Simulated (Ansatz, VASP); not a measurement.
# TiAl2 in VASP and in Ansatz

Contents of INCAR:

```
SYSTEM = TiAl2
PREC = Accurate ; ENCUT = 520
EDIFF = 1E-6 ; ISMEAR = 0
SIGMA = 0.15 ; LREAL = .False.
LASPH = .True. ; NELM = 60
ALGO = Fast ; ISIF = 2
LWAVE = .False. ; LCHARG = .False.
NBANDS = 27
```

The input KPOINTS:

```
regular mesh
0
Gamma
  12 12 12
  0 0 0
```

POSCAR

```
TiAl2
1.0
    1.9012479005     -5.8788627606      0.0000000000
    1.9012479005      5.8788627606      0.0000000000
    0.0000000000      0.0000000000      3.5711168772
Ti Al
2 4
Direct
    0.6560576955      0.3439423045      0.0000000000
    0.3439423045      0.6560576955      0.0000000000
    0.0000000000      0.0000000000      0.0000000000
    0.8269820961      0.1730179039      0.5000000000
    0.1730179039      0.8269820961      0.5000000000
    0.5000000000      0.5000000000      0.5000000000
```

Input for Ansatz:

```yaml
crystal:
  lattice:
    - [1.9012479005, -5.8788627606, 0.0]
    - [1.9012479005, 5.8788627606, 0.0]
    - [0.0, 0.0, 3.5711168772]
  atoms:
    - { symbol: Ti, position: [0.6560576955, 0.3439423045, 0.0] }
    - { symbol: Ti, position: [0.3439423045, 0.6560576955, 0.0] }
    - { symbol: Al, position: [0.0, 0.0, 0.0] }
    - { symbol: Al, position: [0.8269820961, 0.1730179039, 0.5] }
    - { symbol: Al, position: [0.1730179039, 0.8269820961, 0.5] }
    - { symbol: Al, position: [0.5, 0.5, 0.5] }
basis:
  ecutwfc: 520.0
kpoints:
  mp_grid: { grid: [12, 12, 12] }
hamiltonian:
  xc: lda
  pseudopotentials: { kind: paw, azcp: { folder: soft_1 } }
scf:
  occupations: { method: gaussian, width: 0.15 }
output:
  forces: true
  stress: true
  eigenvalues: true
```

Change from the starting cell: volume 13.305 Å^3 an atom, stretch along c over the lengths across it, relative to the relaxed cell 0.9230.

Alike in both runs: task single point; functional LDA; k mesh 12 × 12 × 12; occupations gaussian, width 0.15 eV; no spin polarisation.

|  | VASP | Ansatz |
| --- | --- | --- |
| version | VASP 6.6.1 | Ansatz 0.2.0 |
| potentials or method | VASP PAW LDA potentials, release 64 (Ti_sv, Al), cutoff 520 eV | scalar-relativistic, plane waves, PAW |
| valence electrons in the cell | 36 | 36 |

|  | VASP | Ansatz | Ansatz less VASP |
| --- | --- | --- | --- |
| gap on the k mesh at the Fermi level (eV) | none | none | - |
| pressure (GPa) | 20.2 | 19.9 | -0.31 |
| traceless stress, the component that is largest in VASP (GPa) | 7.57 | 7.58 | +0.014 |
| rms of the force components (eV/Å) | 0.031 | 0.031 | -0.0005 |

Ansatz warns that its potentials were made for another functional, while VASP's fit it. LDA's correlation is that of Perdew and Zunger in VASP and of Perdew and Wang (1992) in Ansatz. Atom by atom the forces differ by 0.003 eV/Å (rms over components). A gap of «none» marks a metal or a gap that the smearing closes.
